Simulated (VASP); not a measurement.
Write the native input for VASP 6.6.1 that does the following.

```
Task                   : single point
Functional             : r2SCAN
Potentials or basis    : VASP PAW PBE potentials, release 64 (Al, O)
Cutoff                 : 520 eV
k mesh                 : 12 × 12 × 4
Occupations            : gaussian, width 0.05 eV
Spin                   : no spin polarisation
Dipole correction      : no
Further INCAR settings : ALGO = Normal; EDIFF = 1e-06; NBANDS = 20
```

The system is Al2O3.

```
Al O
1.0
     2.89678    0.00000    0.00000
    -1.44839    2.50869    0.00000
     0.00000    0.00000    7.57464
Al O
2 3
Cartesian
  0.0000 0.0000 2.1054
  0.0000 0.0000 5.4693
  0.0000 1.6725 1.5108
  1.4484 0.8362 6.0638
  0.0000 0.0000 3.7873
```

This cell differs from its parent crystal: strain -0.040 along x and y, +0.000 along z.

The input as run:

POSCAR

```
Al2O3
1.0
    2.8967832423      0.0000000000      0.0000000000
   -1.4483916211      2.5086878770      0.0000000000
    0.0000000000      0.0000000000      7.5746360022
Al O
2 3
Direct
    0.0000000000      0.0000000000      0.2779510000
    0.0000000000      0.0000000000      0.7220490000
    0.3333333333      0.6666666667      0.1994540000
    0.6666666667      0.3333333333      0.8005460000
    0.0000000000      0.0000000000      0.5000000000
```

INCAR.step1

```
PREC = Accurate
ENCUT = 520
ISMEAR = 0
SIGMA = 0.05
LREAL = False
LASPH = True
NELM = 100
NBANDS = 20
GGA = PE
ALGO = Normal
EDIFF = 1E-4
LWAVE = True
LCHARG = False
```

INCAR.step2

```
PREC = Accurate
ENCUT = 520
EDIFF = 1E-6
ISMEAR = 0
SIGMA = 0.05
LREAL = False
LASPH = True
NELM = 100
ALGO = Normal
ISIF = 2
LWAVE = False
LCHARG = False
METAGGA = R2SCAN
LMIXTAU = True
NBANDS = 20
ISTART = 1
```

KPOINTS

```
Automatic mesh
0
Gamma
  12 12 4
```

Potentials or basis: VASP PAW PBE potentials, release 64 (Al, O).

The run is started by

```bash
$ cat potpaw_PBE.64/Al/POTCAR potpaw_PBE.64/O/POTCAR > POTCAR
$ cp INCAR.step1 INCAR
$ mpirun -np 1 vasp_std > vasp.out
$ cp INCAR.step2 INCAR
$ mpirun -np 1 vasp_std > vasp.out
```

It gave:

```json
{"Pressure": "8.8 GPa", "Largest force": "0.971 eV/Å", "Band gap on the k mesh": "3.09 eV"}
```

Caveat: the cell differs from its parent crystal (strain -0.040 along x and y, +0.000 along z); the cell stands under pressure; the PAW data sets were made with another functional, which shifts forces and pressure a little.

Run time: 3.5 min on 1 thread of Intel(R) Xeon(R) Platinum 8375C CPU @ 2.90GHz (Ice Lake), on a shared host, peak memory 0.21 GiB.
